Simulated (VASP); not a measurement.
HfO2, 3 atoms in the cell. Symmetry: I4mm, No. 107, tetragonal system. The conventional cell has a = 3.617 Å, b = 3.617 Å, c = 5.115 Å, α = 90.00°, β = 90.00°, γ = 90.00°. Hf (site symmetry 4mm) has 8 O at 2.12 to 2.32 Å within 2.8 Å. Within 2.8 Å of O (site symmetry 2mm) lie 4 Hf at 2.12 to 2.32 Å and 6 O at 2.56 Å.  This cell differs from its parent crystal: all Hf atoms moved +0.175 Å, as atom 1 along Cartesian [1 0 0].

| Item | Value |
| --- | --- |
| Program | VASP 6.6.1 |
| Task | single point |
| Functional | r2SCAN |
| Potentials or basis | VASP PAW PBE potentials, release 64 (Hf_pv, O) |
| Cutoff | 520 eV |
| k mesh | 8 × 8 × 8 |
| Occupations | gaussian, width 0.05 eV |
| Spin | no spin polarisation |
| Dipole correction | no |
| Further INCAR settings | ALGO = Normal; EDIFF = 1e-06; NBANDS = 18 |

Potentials or basis: VASP PAW PBE potentials, release 64 (Hf_pv, O).

The run is started by

```console
$ cat potpaw_PBE.64/Hf_pv/POTCAR potpaw_PBE.64/O/POTCAR > POTCAR
$ cp INCAR.step1 INCAR
$ mpirun -np 1 vasp_std > vasp.out
$ cp INCAR.step2 INCAR
$ mpirun -np 1 vasp_std > vasp.out
```

Hardware: 1 thread of Intel(R) Xeon(R) Platinum 8375C CPU @ 2.90GHz (Ice Lake), on a shared host.

Estimate the wall time of this run.

It took 3.1 min on 1 thread of Intel(R) Xeon(R) Platinum 8375C CPU @ 2.90GHz (Ice Lake) (shared host), peak memory 0.18 GiB. Counts: k points 59.
